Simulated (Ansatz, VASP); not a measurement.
**Two plane-wave programs on MoS2**

The input INCAR:

```
PREC     = Accurate       # precision mode
ENCUT    = 520            # plane-wave cutoff, eV
EDIFF    = 1E-6           # SCF threshold, eV
ISMEAR   = 0              # smearing method
SIGMA    = 0.02           # smearing width, eV
LREAL    = False          # projectors in reciprocal space
LASPH    = True           # aspherical terms in the spheres
NELM     = 100            # most SCF steps
ALGO     = Normal         # electronic algorithm
ISIF     = 2              # what is computed and relaxed
LWAVE    = False          # write WAVECAR
LCHARG   = True           # write CHGCAR
GGA      = PS             # functional
LELF     = True           # ELF
LVHAR    = True         
NBANDS   = 35             # bands
```

The input KPOINTS:

```
regular mesh
0
Gamma
  12 12 2
```

File POSCAR:

```
MoS2
1.0
    3.1166387143      0.0000000000      0.0000000000
   -1.5583193571      2.6990883010      0.0000000000
    0.0000000000      0.0000000000     11.8661449556
Mo S
2 4
Direct
    0.6666666667      0.3333333333      0.2500604091
    0.3333333333      0.6666666667      0.7499395909
    0.3333333333      0.6666666667      0.3817201158
    0.6666666667      0.3333333333      0.8816001519
    0.3333333333      0.6666666667      0.1183998481
    0.6666666667      0.3333333333      0.6182798842
```

Input for Ansatz:

```yaml
crystal:
  lattice:
    - [3.1166387143, 0.0, 0.0]
    - [-1.5583193571, 2.699088301, 0.0]
    - [0.0, 0.0, 11.8661449556]
  atoms:
    - { symbol: Mo, position: [0.6666666667, 0.3333333333, 0.2500604091] }
    - { symbol: Mo, position: [0.3333333333, 0.6666666667, 0.7499395909] }
    - { symbol: S, position: [0.3333333333, 0.6666666667, 0.3817201158] }
    - { symbol: S, position: [0.6666666667, 0.3333333333, 0.8816001519] }
    - { symbol: S, position: [0.3333333333, 0.6666666667, 0.1183998481] }
    - { symbol: S, position: [0.6666666667, 0.3333333333, 0.6182798842] }
basis:
  ecutwfc: 420
kpoints:
  mp_grid: { grid: [12, 12, 2] }
  band_path: { path: [VBM, CBM], npoints: 2 }
hamiltonian:
  xc: pbesol
scf:
  occupations: { method: gaussian, width: 0.02 }
output:
  forces: true
  stress: true
  eigenvalues: true
checkpoint:
  read: start.run
  write: ck
  compress: false
  write_wavefunctions: false
  write_every: 100000
```

Alike in both runs: task single point; functional PBEsol; k mesh 12 × 12 × 2; occupations gaussian, width 0.02 eV; no spin polarisation.

```csv
,VASP,Ansatz
version,VASP 6.6.1,Ansatz 0.2.0
potentials or method,"VASP PAW PBE potentials, release 64 (Mo_sv, S), cutoff 520 eV","scalar-relativistic, plane waves, PAW"
valence electrons in the cell,52,52
```

|  | VASP | Ansatz | Ansatz less VASP |
| --- | --- | --- | --- |
| gap on the k mesh at the Fermi level (eV) | 0.65 | 0.63 | -0.019 |
| least direct gap on the mesh (eV) | 1.79 | 1.78 | -0.005 |
| pressure (GPa) | 3.0 | 3.0 | +0.03 |

VASP's potentials were made for PBE, not for PBEsol.
